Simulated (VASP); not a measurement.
# Cu6H in VASP: further runs

The runs below take Cu6H through single point, with PBE.

Everything below comes from runs of VASP 6.6.1. Logs are shortened: lines on timing, memory, paths and dates and some standing lists are left out, and cuts for length are marked.

### 1 The cell of the first run

The cell holds a slab with vacuum, 14 atoms: a = 5.133 Å, b = 5.133 Å, c = 21.529 Å, α = 90.00°, β = 90.00°, γ = 90.00°.

### 2 Single point, PBE

The input, INCAR:

```
PREC = Accurate ; ENCUT = 520
EDIFF = 1E-6 ; ISMEAR = 0
SIGMA = 0.1 ; LREAL = False
LASPH = True ; NELM = 100
ALGO = Fast ; ISIF = 2
LWAVE = False ; LCHARG = True
LDIPOL = True ; IDIPOL = 3
DIPOL = 0.5 0.5 0.285 ; GGA = PE
LELF = True ; LVHAR = True
LVACPOTAV = True ; NBANDS = 80
```

The input, KPOINTS:

```
Automatic mesh
0
Gamma
  5 5 1
```

The input, POSCAR:

```
Cu6H
1.0
    5.1332392722      0.0000000000      0.0000000000
    0.0000000000      5.1332392722      0.0000000000
    0.0000000000      0.0000000000     21.5289058579
Cu H
12 2
Direct
    0.2500000000      0.2500000000      0.1857967157
    0.2500000000      0.7500000000      0.1857967157
    0.7500000000      0.2500000000      0.1857967157
    0.7500000000      0.7500000000      0.1857967157
    0.0000000000      0.0000000000      0.2677566944
    0.0000000000      0.5000000000      0.2677566944
    0.5000000000      0.0000000000      0.2677566944
    0.5000000000      0.5000000000      0.2677566944
    0.2500000000      0.2500000000      0.3497114952
    0.2500000000      0.7500000000      0.3497114952
    0.7500000000      0.2500000000      0.3497114952
    0.7500000000      0.7500000000      0.3497114952
    0.0698992973      1.0000000000      0.3854773630
    0.4301007027      1.0000000000      0.3854773630
```

Potentials or basis: VASP PAW PBE potentials, release 64 (Cu, H).

Started as:

```sh
cat potpaw_PBE.64/Cu/POTCAR potpaw_PBE.64/H/POTCAR > POTCAR
mpirun -np 1 vasp_std > vasp.out
```

OUTCAR:

```text
PREC = Accurate
   ENCUT = 520
   EDIFF = 1E-6
   ISMEAR = 0
   LREAL = False
   LASPH = True
   NELM = 100
   ISIF = 2
   GGA = PE

 ion  position               nearest neighbor table
   1  0.250  0.250  0.186-   5 2.53   6 2.53   7 2.53   8 2.53   2 2.57   3 2.57   2 2.57   3 2.57

   2  0.250  0.750  0.186-   5 2.53   6 2.53   7 2.53   8 2.53   1 2.57   4 2.57   1 2.57   4 2.57

   3  0.750  0.250  0.186-   5 2.53   6 2.53   7 2.53   8 2.53   1 2.57   4 2.57   4 2.57   1 2.57
[... 4 lines left out ...]
                             6 2.57   7 2.57   6 2.57   7 2.57
   6  0.000  0.500  0.268-   9 2.53  10 2.53  11 2.53  12 2.53   1 2.53   2 2.53   3 2.53   4 2.53
                             5 2.57   8 2.57   5 2.57   8 2.57
   7  0.500  0.000  0.268-   9 2.53  10 2.53  11 2.53  12 2.53   1 2.53   2 2.53   3 2.53   4 2.53
                             5 2.57   8 2.57   8 2.57   5 2.57
   8  0.500  0.500  0.268-   9 2.53  10 2.53  11 2.53  12 2.53   1 2.53   2 2.53   3 2.53   4 2.53
                             6 2.57   7 2.57   7 2.57   6 2.57
   9  0.250  0.250  0.350-  13 1.76  14 1.76   7 2.53   8 2.53   5 2.53   6 2.53  10 2.57  11 2.57
                            10 2.57  11 2.57
  10  0.250  0.750  0.350-  13 1.76  14 1.76   7 2.53   8 2.53   5 2.53   6 2.53   9 2.57  12 2.57
                             9 2.57  12 2.57
  11  0.750  0.250  0.350-   5 2.53   6 2.53   7 2.53   8 2.53   9 2.57  12 2.57  12 2.57   9 2.57

  12  0.750  0.750  0.350-   5 2.53   6 2.53   7 2.53   8 2.53  10 2.57  11 2.57  11 2.57  10 2.57

  13  0.070  0.000  0.385-   9 1.76  10 1.76
  14  0.430  0.000  0.385-   9 1.76  10 1.76

  LATTYP: Found a simple tetragonal cell.
 ALAT       =     5.1332392722
 C/A-ratio  =     4.1940195491

  Lattice vectors:

 A1 = (   5.1332392722,   0.0000000000,   0.0000000000)
 A2 = (   0.0000000000,   5.1332392722,   0.0000000000)
 A3 = (   0.0000000000,   0.0000000000,  21.5289058579)

Analysis of symmetry for initial positions (statically):
=====================================================================
 Subroutine PRICEL returns:
 Original cell was already a primitive cell.

 Routine SETGRP: Setting up the symmetry group for a
 simple tetragonal supercell.

 Subroutine GETGRP returns: Found  4 space group operations
 (whereof  2 operations were pure point group operations)
 out of a pool of 16 trial point group operations.

The static configuration has the point symmetry C_1h.
 The point group associated with its full space group is C_2v.

Analysis of symmetry for dynamics (positions and initial velocities):
=====================================================================
 Subroutine PRICEL returns:
 Original cell was already a primitive cell.

 Routine SETGRP: Setting up the symmetry group for a
 simple tetragonal supercell.

 Subroutine GETGRP returns: Found  4 space group operations
 (whereof  2 operations were pure point group operations)
 out of a pool of 16 trial point group operations.

The dynamic configuration has the point symmetry C_1h.
 The point group associated with its full space group is C_2v.

 Subroutine INISYM returns: Found  4 space group operations
 (whereof  2 operations are pure point group operations),
 and found     1 'primitive' translations

----------------------------------------------------------------------------------------

                                     Primitive cell

  volume of cell :     567.2898

  direct lattice vectors                    reciprocal lattice vectors
     5.133239272  0.000000000  0.000000000     0.194808764  0.000000000  0.000000000
     0.000000000  5.133239272  0.000000000     0.000000000  0.194808764  0.000000000
     0.000000000  0.000000000 21.528905858     0.000000000  0.000000000  0.046449179

  length of vectors
     5.133239272  5.133239272 21.528905858     0.194808764  0.194808764  0.046449179

  position of ions in fractional coordinates (direct lattice)
     0.250000000  0.250000000  0.185796716
     0.250000000  0.750000000  0.185796716
     0.750000000  0.250000000  0.185796716
     0.750000000  0.750000000  0.185796716
     0.000000000  0.000000000  0.267756694
     0.000000000  0.500000000  0.267756694
     0.500000000  0.000000000  0.267756694
     0.500000000  0.500000000  0.267756694
     0.250000000  0.250000000  0.349711495
     0.250000000  0.750000000  0.349711495
     0.750000000  0.250000000  0.349711495
     0.750000000  0.750000000  0.349711495
     0.069899297  0.000000000  0.385477363
     0.430100703  0.000000000  0.385477363
[... 43 lines left out ...]

 Following reciprocal coordinates:
            Coordinates               Weight
  0.000000  0.000000  0.000000      1.000000
  0.200000  0.000000  0.000000      2.000000
  0.000000  0.200000  0.000000      2.000000
  0.400000  0.000000  0.000000      2.000000
  0.000000  0.400000  0.000000      2.000000
  0.200000  0.200000  0.000000      4.000000
  0.400000  0.200000  0.000000      4.000000
 -0.200000  0.400000  0.000000      4.000000
  0.400000  0.400000  0.000000      4.000000
   k-points           NKPTS =      9   k-points in BZ     NKDIM =      9   number of bands    NBANDS=     80
   number of dos      NEDOS =    301   number of ions     NIONS =     14
   total plane-waves  NPLWV = 256000
   dimension x,y,z NGX =    40 NGY =   40 NGZ =  160
   dimension x,y,z NGXF=    80 NGYF=   80 NGZF=  320
   ions per type =              12   2
   NGX,Y,Z   is equivalent  to a cutoff of  12.95, 12.95, 12.36 a.u.
   NGXF,Y,Z  is equivalent  to a cutoff of  25.91, 25.91, 24.71 a.u.
 SYSTEM =  unknown system
   PREC   = accura    normal or accurate (medium, high low for compatibility)
   ISTART =      0    job   : 0-new  1-cont  2-samecut
   ICHARG =      2    charge: 1-file 2-atom 10-const
   ISPIN  =      1    spin polarized calculation?
   LNONCOLLINEAR =      F non collinear calculations
   LSORBIT =      F    spin-orbit coupling
   LASPH  =      T    aspherical Exc in radial PAW
   ENCUT  =  520.0 eV  38.22 Ry    6.18 a.u.   9.54  9.54 40.03*2*pi/ulx,y,z
   NELM   =    100;   NELMIN=  2; NELMDL= -5     # of ELM steps
   EDIFF  = 0.1E-05   stopping-criterion for ELM
   LREAL  =      F    real-space projection
   EDIFFG = 0.1E-04   stopping-criterion for IOM
   NSW    =      0    number of steps for IOM
   IBRION =     -1    ionic relax: 0-MD 1-quasi-New 2-CG
   NFREE  =      0    steps in history (QN), initial steepest desc. (CG)
   ISIF   =      2    stress and relaxation
   ISYM   =      2    0-nonsym 1-usesym 2-fastsym
   POTIM  = 0.5000    time-step for ionic-motion
   TEBEG  =    0.0;   TEEND  =   0.0 temperature during run
   PSTRESS=    0.0 pullay stress
   NELECT =     134.0000    total number of electrons
   NUPDOWN=      -1.0000    fix difference up-down
   EMIN   =  10.00;   EMAX   =-10.00  energy-range for DOS
   EFERMI =   0.00;   METHOD = LEGACY
   ISMEAR =     0;   SIGMA  =   0.10  broadening in eV -4-tet -1-fermi 0-gaus
   EFERMI_NEDOS =   21; number of points for ismear=-14 and -15
   IALGO  =     68    algorithm
   IMIX   =      4    mixing-type and parameters
     AMIX     =   0.40;   BMIX     =  1.00
     AMIX_MAG =   1.60;   BMIX_MAG =  1.00
  volume/ion in A,a.u.               =      40.52       273.45
  Fermi-wavevector in a.u.,A,eV,Ry     =   1.011987  1.912377 13.933957  1.024117
  Thomas-Fermi vector in A             =   2.145069
   LORBIT       =      0    0 simple, 1 ext, 2 COOP (PROOUT), +10 PAW based schemes
   GGA     = PE    functional components
   LHFCALC =     F    Hartree Fock is set to
   AEXX    =    0.0000 exact exchange contribution
   IVDW    =     0    specifies the selected vdW correction
   LEPSILON=     F    determine dielectric tensor
   LRPA    =     F    only Hartree local field effects (RPA)
 non-spin polarized calculation
 RMM-DIIS sequential band-by-band and
 Gauss-broadening in eV      SIGMA  =   0.10
  energy-cutoff  :      520.00
  volume of cell :      567.29
 maximum number of plane-waves:     15381
 NGX is ok and might be reduce to    40
   NGX = 19   NGY = 19   NGZ = 81

 dipolmoment           0.000000      0.000000     -0.038874 electrons x Angstroem

 number of electron     133.9999769 magnetization

 dipolmoment           0.000000      0.000000      0.012495 electrons x Angstroem

 Free energy of the ion-electron system (eV)
  ---------------------------------------------------
  ext. energy  EPLUGINS =         0.00000000
  ---------------------------------------------------
  free energy    TOTEN  =       -46.62029306 eV

  energy without entropy =      -46.59471202  energy(sigma->0) =      -46.60750254

 E-fermi :  -1.4373     XC(G=0):  -4.1391

 val. band max:       -1.4445212576   @ k =  -0.2000   0.4000   0.0000
 cond. band min:      -1.2614013448   @ k =   0.4000   0.0000   0.0000
 fundamental gap:      0.1831199128
 Fermi energy:        -1.4373295702

 k-point     1 :       0.0000    0.0000    0.0000
  band No.  band energies     occupation
      1     -10.3859      2.00000
      2      -8.6389      2.00000
      3      -6.8234      2.00000
      4      -6.4692      2.00000
      5      -6.3604      2.00000
      6      -6.3439      2.00000
[... 727 lines left out ...]
     78       4.2940      0.00000
     79       4.4723      0.00000
 [bands above 79 left out]

------------------------ aborting loop because EDIFF is reached ----------------------------------------

  FORCE on cell =-STRESS in cart. coord.  units (eV):
  Direction    XX          YY          ZZ          XY          YZ          ZX
  --------------------------------------------------------------------------------------
  -------------------------------------------------------------------------------------
  Total       -3.9843088     -4.3320755      1.6314549      0.0000000      0.0000000      0.0000000
  in kB      -11.2527480    -12.2349337      4.6076628      0.0000000      0.0000000      0.0000000
  external PRESSURE =      -6.2933396 kB  Pullay stress =       0.0000000 kB

 VOLUME and BASIS-vectors are now :
 -----------------------------------------------------------------------------
  energy-cutoff  :      520.00
  volume of cell :      567.29
      direct lattice vectors                 reciprocal lattice vectors
     5.133239272  0.000000000  0.000000000     0.194808764  0.000000000  0.000000000
     0.000000000  5.133239272  0.000000000     0.000000000  0.194808764  0.000000000
     0.000000000  0.000000000 21.528905858     0.000000000  0.000000000  0.046449179

 POSITION                                       TOTAL-FORCE (eV/Angst)
 -----------------------------------------------------------------------------------
      1.28331      1.28331      4.00000         0.000000     -0.041718     -0.010606
      1.28331      3.84993      4.00000         0.000000      0.041718     -0.010606
      3.84993      1.28331      4.00000         0.000000     -0.024609     -0.024578
      3.84993      3.84993      4.00000         0.000000      0.024609     -0.024578
      0.00000      0.00000      5.76451        -0.116356      0.000000     -0.534891
      0.00000      2.56662      5.76451         0.094383      0.000000     -0.003611
      2.56662      0.00000      5.76451         0.116356      0.000000     -0.534891
      2.56662      2.56662      5.76451        -0.094383      0.000000     -0.003611
      1.28331      1.28331      7.52891         0.000000     -0.233571      0.526913
      1.28331      3.84993      7.52891         0.000000      0.233571      0.526913
      3.84993      1.28331      7.52891        -0.000000     -0.083126      0.304882
      3.84993      3.84993      7.52891        -0.000000      0.083126      0.304882
      0.35881      0.00000      8.29891        -0.605257      0.000000     -0.258109
      2.20781      0.00000      8.29891         0.605257      0.000000     -0.258109
 -----------------------------------------------------------------------------------
    total drift:                               -0.000000      0.000000     -0.002231

  FREE ENERGIE OF THE ION-ELECTRON SYSTEM (eV)
  ---------------------------------------------------
  free  energy   TOTEN  =       -46.6202930574 eV

  energy  without entropy=      -46.5947120165  energy(sigma->0) =      -46.60750254

 vacuum level on the upper side and lower side of the slab         3.208         3.123
```

Wall time 18 min (1 thread of Oxide Virtual Turin-like, shared host); peak memory 0.7 GiB.

What came out:

- Free energy: -46.6203 eV
- Largest force: 0.658 eV/Å
- Band gap on the k mesh: zero (bands 67 and 68 overlap by 0.51 eV)

Forces in eV/Å, atoms in the order of the input:
```
Cu   0.000 -0.042 -0.011
Cu   0.000  0.042 -0.011
Cu   0.000 -0.025 -0.025
Cu   0.000  0.025 -0.025
Cu  -0.116  0.000 -0.535
Cu   0.094  0.000 -0.004
Cu   0.116  0.000 -0.535
Cu  -0.094  0.000 -0.004
Cu   0.000 -0.234  0.527
Cu   0.000  0.234  0.527
Cu   0.000 -0.083  0.305
Cu   0.000  0.083  0.305
H   -0.605  0.000 -0.258
H    0.605  0.000 -0.258
```

### 3 Single point, PBE

The input, INCAR:

```
SYSTEM = Cu6H
PREC     = Accurate       ! precision mode
ENCUT    = 520            ! plane-wave cutoff, eV
EDIFF    = 1E-6           ! SCF threshold, eV
ISMEAR   = 0              ! smearing method
SIGMA    = 0.1            ! smearing width, eV
LREAL    = .False.        ! projectors in reciprocal space
LASPH    = .True.         ! aspherical terms in the spheres
NELM     = 60             ! most SCF steps
ALGO     = Fast           ! electronic algorithm
ISIF     = 2              ! what is computed and relaxed
LWAVE    = .False.        ! write WAVECAR
LCHARG   = .False.        ! write CHGCAR
LDIPOL   = .True.       
IDIPOL   = 3            
DIPOL    = 0.5 0.5 0.291
GGA      = PE             ! functional
NBANDS   = 80             ! bands
```

The input, KPOINTS:

```
regular mesh
0
Gamma
  5 5 1
  0 0 0
```

Edit POSCAR of step 2 so:

```diff
@@ -20,3 +20,3 @@
     0.7500000000      0.7500000000      0.3497114952
-    0.0698992973      1.0000000000      0.3854773630
-    0.4301007027      1.0000000000      0.3854773630
+   -0.0081216128      1.0000000000      0.4300685747
+    0.5081216128      1.0000000000      0.4300685747
```

Potentials or basis: VASP PAW PBE potentials, release 64 (Cu, H).

Started as:

```sh
cat potpaw_PBE.64/Cu/POTCAR potpaw_PBE.64/H/POTCAR > POTCAR
mpirun -np 1 vasp_std > vasp.out
```

Wall time 16 min (1 thread of Oxide Virtual Turin-like, shared host); peak memory 0.69 GiB.

Results (log left out):

```
Free energy            : -44.4495 eV
Largest force          : 1.560 eV/Å
Band gap on the k mesh : zero (bands 67 and 68 overlap by 0.63 eV)
```

Forces on the atoms (eV/Å):
```
Cu   0.000 -0.048 -0.022
Cu   0.000  0.048 -0.022
Cu   0.000 -0.049 -0.023
Cu   0.000  0.049 -0.023
Cu   0.001  0.000 -0.269
Cu  -0.008  0.000  0.084
Cu  -0.001  0.000 -0.269
Cu   0.008  0.000  0.084
Cu   0.000 -0.411  0.856
Cu   0.000  0.411  0.856
Cu   0.000 -0.470  0.934
Cu   0.000  0.470  0.934
H   -0.030  0.000 -1.560
H    0.030  0.000 -1.560
```

Levels at points of the mesh, in eV from the Fermi level:
| k point | band 65 | band 66 | band 67 | band 68 | band 69 | band 70 |
| --- | --- | --- | --- | --- | --- | --- |
| (0.00, 0.00, 0.00) | -0.26 | -0.20 | -0.19 | -0.06 | -0.06 | 0.55 |

(Part 1 of 2 ends here.)

The gap in the log of VASP goes by the Fermi energy; the results here count the filled bands.